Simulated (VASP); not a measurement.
# Sb (I4/mmm) in VASP: a series of runs

Sb is run at these levels: PBEsol-based global hybrid with 25 % exact exchange, PBE0, B3LYP; tasks: single point.

Program: VASP 6.6.1. These are calculated values, not measurements. Logs are shortened: lines on timing, memory, paths and dates and some standing lists are left out, and cuts for length are marked.

## (1) The cell of the first run

It takes space group I4/mmm (No. 139, tetragonal). Conventional cell: a = 3.136 Å, b = 3.136 Å, c = 5.256 Å, α = 90.00°, β = 90.00°, γ = 90.00°. Sb (site symmetry 4/mmm) has 12 Sb at 3.14 to 3.44 Å within 4.1 Å.

## (2) Single point, PBEsol-based global hybrid with 25 % exact exchange

Contents of POSCAR:

```
Sb
1.0
   -1.5680620604      1.5680620604      2.6280774284
    1.5680620604     -1.5680620604      2.6280774284
    1.5680620604      1.5680620604     -2.6280774284
Sb
1
Direct
    0.0000000000      0.0000000000      0.0000000000
```

Contents of INCAR.step1:

```
ALGO = Normal
EDIFF = 1E-5
ENCUT = 520
GGA = PE
ISIF = 2
ISMEAR = -1
LASPH = T
LREAL = F
LWAVE = T
NBANDS = 8
NELM = 80
PREC = Accurate
SIGMA = 0.05
```

Contents of INCAR.step2:

```
AEXX = 0.25
ALGO = Normal
EDIFF = 1E-6
ENCUT = 520
GGA = PS
ISIF = 2
ISMEAR = -1
ISTART = 1
LASPH = T
LCHARG = T
LELF = T
LHFCALC = T
LREAL = F
LVHAR = T
LWAVE = F
NBANDS = 8
NELM = 80
PREC = Accurate
PRECFOCK = Normal
SIGMA = 0.05
```

Contents of KPOINTS:

```
k-points
0
Gamma
  6 6 6
```

Potentials or basis: VASP PAW PBE potentials, release 64 (Sb).

Launch:

```
> cat potpaw_PBE.64/Sb/POTCAR > POTCAR
> cp INCAR.step1 INCAR
> mpirun -np 1 vasp_std > vasp.out
> cp INCAR.step2 INCAR
> mpirun -np 1 vasp_std > vasp.out
```

OUTCAR:

```text
AEXX = 0.25
   EDIFF = 1E-6
   ENCUT = 520
   GGA = PS
   ISIF = 2
   ISMEAR = -1
   ISTART = 1
   LASPH = T
   LHFCALC = T
   LREAL = F
   NELM = 80
   PREC = Accurate
   PRECFOCK = Normal

 ion  position               nearest neighbor table
   1  0.000  0.000  0.000-

  LATTYP: Found a body centered tetragonal cell.
 ALAT       =     3.1361241208
 C/A-ratio  =     1.6760034534

  Lattice vectors:

 A1 = (  -1.5680620604,   1.5680620604,   2.6280774284)
 A2 = (   1.5680620604,  -1.5680620604,   2.6280774284)
 A3 = (   1.5680620604,   1.5680620604,  -2.6280774284)

Analysis of symmetry for initial positions (statically):
=====================================================================
 Subroutine PRICEL returns:
 Original cell was already a primitive cell.

 Routine SETGRP: Setting up the symmetry group for a
 body centered tetragonal supercell.

 Subroutine GETGRP returns: Found 16 space group operations
 (whereof 16 operations were pure point group operations)
 out of a pool of 16 trial point group operations.

The static configuration has the point symmetry D_4h.

Analysis of symmetry for dynamics (positions and initial velocities):
=====================================================================
 Subroutine PRICEL returns:
 Original cell was already a primitive cell.

 Routine SETGRP: Setting up the symmetry group for a
 body centered tetragonal supercell.

 Subroutine GETGRP returns: Found 16 space group operations
 (whereof 16 operations were pure point group operations)
 out of a pool of 16 trial point group operations.

The dynamic configuration has the point symmetry D_4h.

 Subroutine INISYM returns: Found 16 space group operations
 (whereof 16 operations are pure point group operations),
 and found     1 'primitive' translations

----------------------------------------------------------------------------------------

                                     Primitive cell

  volume of cell :      25.8479

  direct lattice vectors                    reciprocal lattice vectors
    -1.568062060  1.568062060  2.628077428     0.000000000  0.318864931  0.190253147
     1.568062060 -1.568062060  2.628077428     0.318864931  0.000000000  0.190253147
     1.568062060  1.568062060 -2.628077428     0.318864931  0.318864931  0.000000000

  length of vectors
     3.438666634  3.438666634  3.438666634     0.371309983  0.371309983  0.450943109

  position of ions in fractional coordinates (direct lattice)
     0.000000000  0.000000000  0.000000000

  ion indices of the primitive-cell ions
   primitive index   ion index
                 1           1

----------------------------------------------------------------------------------------

 KPOINTS: k-points

Automatic generation of k-mesh.
 Grid dimensions read from file:
 generate k-points for:    6    6    6

 Generating k-lattice:

  Cartesian coordinates                     Fractional coordinates (reciprocal lattice)
     0.000000000  0.053144155  0.031708858     0.166666667  0.000000000  0.000000000
     0.053144155  0.000000000  0.031708858     0.000000000  0.166666667  0.000000000
     0.053144155  0.053144155  0.000000000     0.000000000  0.000000000  0.166666667

  Length of vectors
     0.061884997  0.061884997  0.075157185

  Shift w.r.t. Gamma in fractional coordinates (k-lattice)
     0.000000000  0.000000000  0.000000000

 Subroutine IBZKPT returns following result:
 ===========================================

 Found     30 irreducible k-points:

 Following reciprocal coordinates:
            Coordinates               Weight
  0.000000  0.000000  0.000000      1.000000
  0.166667  0.000000 -0.000000      8.000000
  0.333333  0.000000  0.000000      8.000000
  0.500000 -0.000000  0.000000      4.000000
  0.166667  0.166667 -0.000000      8.000000
  0.333333  0.166667  0.000000     16.000000
[... 16 lines left out ...]
 -0.333333 -0.333333  0.166667      8.000000
 -0.166667 -0.333333  0.166667      8.000000
 [... further k-points ...]
   k-points           NKPTS =     30   k-points in BZ     NKDIM =    216   number of bands    NBANDS=      8
   number of dos      NEDOS =    301   number of ions     NIONS =      1
   total plane-waves  NPLWV =  21952
   dimension x,y,z NGX =    28 NGY =   28 NGZ =   28
   dimension x,y,z NGXF=    56 NGYF=   56 NGZF=   56
   ions per type =               1
   NGX,Y,Z   is equivalent  to a cutoff of  13.54, 13.54, 13.54 a.u.
   NGXF,Y,Z  is equivalent  to a cutoff of  27.07, 27.07, 27.07 a.u.
 SYSTEM =  unknown system
   PREC   = accura    normal or accurate (medium, high low for compatibility)
   ISTART =      1    job   : 0-new  1-cont  2-samecut
   ICHARG =      0    charge: 1-file 2-atom 10-const
   ISPIN  =      1    spin polarized calculation?
   LNONCOLLINEAR =      F non collinear calculations
   LSORBIT =      F    spin-orbit coupling
   LASPH  =      T    aspherical Exc in radial PAW
   ENCUT  =  520.0 eV  38.22 Ry    6.18 a.u.   6.39  6.39  6.39*2*pi/ulx,y,z
   NELM   =     80;   NELMIN=  2; NELMDL=  0     # of ELM steps
   EDIFF  = 0.1E-05   stopping-criterion for ELM
   LREAL  =      F    real-space projection
   EDIFFG = 0.1E-04   stopping-criterion for IOM
   NSW    =      0    number of steps for IOM
   IBRION =     -1    ionic relax: 0-MD 1-quasi-New 2-CG
   NFREE  =      0    steps in history (QN), initial steepest desc. (CG)
   ISIF   =      2    stress and relaxation
   ISYM   =      3    0-nonsym 1-usesym 2-fastsym
   POTIM  = 0.5000    time-step for ionic-motion
   TEBEG  =    0.0;   TEEND  =   0.0 temperature during run
   PSTRESS=    0.0 pullay stress
   NELECT =       5.0000    total number of electrons
   NUPDOWN=      -1.0000    fix difference up-down
   EMIN   =  10.00;   EMAX   =-10.00  energy-range for DOS
   EFERMI =   0.00;   METHOD = LEGACY
   ISMEAR =    -1;   SIGMA  =   0.05  broadening in eV -4-tet -1-fermi 0-gaus
   EFERMI_NEDOS =   21; number of points for ismear=-14 and -15
   IALGO  =     38    algorithm
   IMIX   =      1    mixing-type and parameters
     AMIX     =   0.40;   BMIX     =  1.00
     AMIX_MAG =   1.60;   BMIX_MAG =  1.00
  volume/ion in A,a.u.               =      25.85       174.43
  Fermi-wavevector in a.u.,A,eV,Ry     =   0.946796  1.789186 12.196582  0.896424
  Thomas-Fermi vector in A             =   2.074828
   LORBIT       =      0    0 simple, 1 ext, 2 COOP (PROOUT), +10 PAW based schemes
   GGA     = PS    functional components
   LHFCALC =     T    Hartree Fock is set to
   PRECFOCK=normal    Normal, Fast or Accurate (Low or Medium for compatibility)
   ENCUT4O =  -1.0   cutoff for four orbital integrals eV
   NKREDX  =     1    reduce k-point grid by
   NKREDY  =     1    reduce k-point grid by
   NKREDZ  =     1    reduce k-point grid by
   AEXX    =    0.2500 exact exchange contribution
   HFSCREEN=    0.0000 screening length (either q_TF or 0.3 A-1)
   HFSCREENC=   0.0000 screening length for correlation (either q_TF or 0.3 A-1)
   ENCUTFOCK=  -1.0 apply spherical cutoff to Coloumb kernel
   IVDW    =     0    specifies the selected vdW correction
   LEPSILON=     F    determine dielectric tensor
   LRPA    =     F    only Hartree local field effects (RPA)
 non-spin polarized calculation
  energy-cutoff  :      520.00
  volume of cell :       25.85
 maximum number of plane-waves:       729
 NGX is ok and might be reduce to    28
  NGX = 20; NGY = 20; NGZ = 20

 number of electron       5.0000000 magnetization

 Free energy of the ion-electron system (eV)
  ---------------------------------------------------
  ext. energy  EPLUGINS =         0.00000000
  ---------------------------------------------------
  free energy    TOTEN  =        -5.63503811 eV

  energy without entropy =       -5.63321205  energy(sigma->0) =       -5.63412508

 E-fermi :   9.4537     XC(G=0):  -8.2916

 val. band max:        8.6111320301   @ k =  -0.3333   0.3333   0.0000
 cond. band min:       9.5917355514   @ k =   0.5000   0.3333   0.0000
 fundamental gap:      0.9806035213
 Fermi energy:         9.4537429400

 k-point     1 :       0.0000    0.0000    0.0000
  band No.  band energies     occupation
      1      -6.4198      2.00000
      2      15.0748      0.00000
      3      15.6436      0.00000
      4      15.6436      0.00000
      5      19.4248      0.00000
      6      20.6590      0.00000
      7      20.6590      0.00000
      8      20.7382      0.00000

 k-point     2 :       0.1667    0.0000   -0.0000
  band No.  band energies     occupation
      1      -5.7858      2.00000
      2      11.2190      0.00000
      3      13.9329      0.00000
      4      15.4429      0.00000
      5      18.1933      0.00000
      6      19.6000      0.00000
      7      21.6166      0.00000
      8      21.8366      0.00000

 k-point     3 :       0.3333    0.0000    0.0000
  band No.  band energies     occupation
      1      -3.9257      2.00000
      2       4.9485      2.00000
      3      12.2728      0.00000
      4      15.2891      0.00000
      5      16.7223      0.00000
      6      19.4288      0.00000
      7      21.4504      0.00000
      8      22.1679      0.00000

 k-point     4 :       0.5000   -0.0000    0.0000
  band No.  band energies     occupation
      1      -1.8776      2.00000
      2       1.4741      2.00000
      3      11.6257      0.00000
      4      15.3158      0.00000
      5      16.2185      0.00000
      6      20.1390      0.00000
      7      20.4714      0.00000
      8      20.5819      0.00000

 k-point     5 :       0.1667    0.1667   -0.0000
  band No.  band energies     occupation
      1      -4.8293      2.00000
      2       9.7431      0.00611
      3      10.5997      0.00000
      4      13.3957      0.00000
      5      18.7892      0.00000
      6      19.5639      0.00000
      7      21.3271      0.00000
      8      21.8167      0.00000
[... 177 lines left out ...]
 k-point    22 :      -0.1667    0.5000    0.1667
  band No.  band energies     occupation
      1      -2.2122      2.00000
      2       3.0384      2.00000
      3       7.7782      2.00000
      4      13.8690      0.00000
      5      17.4816      0.00000
      6      20.5226      0.00000
      7      22.6888      0.00000
      8      23.8334      0.00000

 k-point    23 :      -0.3333   -0.3333    0.1667
  band No.  band energies     occupation
      1      -2.9560      2.00000
      2       5.6355      2.00000
      3       8.1142      2.00000
      4       9.7515      0.00517
      5      19.9372      0.00000
      6      20.3094      0.00000
      7      22.6461      0.00000
      8      24.1845      0.00000

 k-point    24 :      -0.1667   -0.3333    0.1667
  band No.  band energies     occupation
      1      -4.4890      2.00000
      2       7.4150      2.00000
      3      10.3042      0.00000
      4      13.4003      0.00000
      5      17.1308      0.00000
      6      20.1511      0.00000
      7      22.1398      0.00000
      8      24.2994      0.00000

 [... further k-points ...]
[... 5 lines left out ...]
  --------------------------------------------------------------------------------------
  -------------------------------------------------------------------------------------
  Total       -0.2174422     -0.2174422     -0.1741241      0.0000000     -0.0000000      0.0000000
  in kB      -13.4781371    -13.4781371    -10.7930686      0.0000000     -0.0000000      0.0000000
  external PRESSURE =     -12.5831143 kB  Pullay stress =       0.0000000 kB

 VOLUME and BASIS-vectors are now :
 -----------------------------------------------------------------------------
  energy-cutoff  :      520.00
  volume of cell :       25.85
      direct lattice vectors                 reciprocal lattice vectors
    -1.568062060  1.568062060  2.628077428     0.000000000  0.318864931  0.190253147
     1.568062060 -1.568062060  2.628077428     0.318864931  0.000000000  0.190253147
     1.568062060  1.568062060 -2.628077428     0.318864931  0.318864931  0.000000000

 POSITION                                       TOTAL-FORCE (eV/Angst)
 -----------------------------------------------------------------------------------
      0.00000      0.00000      0.00000        -0.000000      0.000000      0.000000
 -----------------------------------------------------------------------------------
    total drift:                               -0.000000     -0.000000      0.000000

  FREE ENERGIE OF THE ION-ELECTRON SYSTEM (eV)
  ---------------------------------------------------
  free  energy   TOTEN  =        -5.6350381106 eV

  energy  without entropy=       -5.6332120526  energy(sigma->0) =       -5.63412508
```

Run time: 12 min. Hardware: 1 thread of Intel Xeon Platinum 8259CL at 2.50GHz (Skylake/Cascade Lake), shared host; peak memory 0.17 GiB.

What came out:

```yaml
Free_energy: -5.6350 eV
Pressure: -1.3 GPa
Band_gap_on_the_k_mesh: zero (an odd number of electrons rules out a gap without spin polarisation)
```

Caveat: the k points lie up to 0.39 Å⁻¹ apart, too coarse for converged energies and pressures of a metal; the PAW data sets were made with another functional, which shifts forces and pressure a little; spin-orbit coupling is left out, which moves the levels of the heavy elements.

## (3) Single point, PBE0

This run uses another cell than the first one, of 26.57 Å³/atom.

Contents of POSCAR:

```
Sb
1.0
   -1.5815428422      1.5815428422      2.6554277091
    1.5815428422     -1.5815428422      2.6554277091
    1.5815428422      1.5815428422     -2.6554277091
Sb
1
Direct
    0.0000000000      0.0000000000      0.0000000000
```

Contents of INCAR.step1:

```
SYSTEM = Sb
PREC = Accurate ; ENCUT = 520
EDIFF = 1E-5 ; ISMEAR = -1
SIGMA = 0.05 ; LREAL = .FALSE.
LASPH = .TRUE. ; NELM = 100
ALGO = Normal ; ISIF = 2
LWAVE = .TRUE. ; LCHARG = .FALSE.
GGA = PE ; NBANDS = 8
```

Contents of INCAR.step2:

```
SYSTEM = Sb
PREC = Accurate ; ENCUT = 520
EDIFF = 1E-6 ; ISMEAR = -1
SIGMA = 0.05 ; LREAL = .FALSE.
LASPH = .TRUE. ; NELM = 100
ALGO = Normal ; ISIF = 2
LWAVE = .FALSE. ; LCHARG = .FALSE.
GGA = PE ; LHFCALC = .TRUE.
AEXX = 0.25 ; PRECFOCK = Normal
ISTART = 1 ; NBANDS = 8
```

Contents of KPOINTS:

```
regular mesh
0
G
  6 6 6
  0 0 0
```

Potentials or basis: VASP PAW PBE potentials, release 64 (Sb).

Launch:

```
> cat potpaw_PBE.64/Sb/POTCAR > POTCAR
> cp INCAR.step1 INCAR
> mpirun -np 1 vasp_std > vasp.out
> cp INCAR.step2 INCAR
> mpirun -np 1 vasp_std > vasp.out
```

It took 17 min on 1 thread of Intel Xeon Platinum 8259CL at 2.50GHz (Skylake/Cascade Lake), shared host; peak memory 0.17 GiB.

The run converged. Its results:

| Property | Result |
| --- | --- |
| Free energy | -5.3050 eV |
| Pressure | -1.2 GPa |
| Band gap on the k mesh | zero (an odd number of electrons rules out a gap without spin polarisation) |

Stress tensor (GPa, compression positive):
```
-1.34  0.00  0.00
 0.00 -1.34  0.00
 0.00  0.00 -1.05
```

Levels at points of the mesh, in eV from the Fermi level:
| k point | band 1 | band 2 | band 3 | band 4 | band 5 | band 6 |
| --- | --- | --- | --- | --- | --- | --- |
| (0.00, 0.00, 0.00) | -15.62 | 5.41 | 6.00 | 6.00 | 9.82 | 11.09 |
| (0.50, 0.00, 0.00) | -11.24 | -7.78 | 2.09 | 5.70 | 6.65 | 10.50 |
| (0.50, 0.50, 0.00) | -8.45 | -6.24 | -1.99 | 0.39 | 3.60 | 4.40 |
| (0.50, 0.50, 0.50) | -11.13 | -7.54 | 1.88 | 1.88 | 5.81 | 6.10 |

Caveat: the k points lie up to 0.39 Å⁻¹ apart, too coarse for converged energies and pressures of a metal; the PAW data sets were made with another functional, which shifts forces and pressure a little; spin-orbit coupling is left out, which moves the levels of the heavy elements.

[end of part 1 of 2]
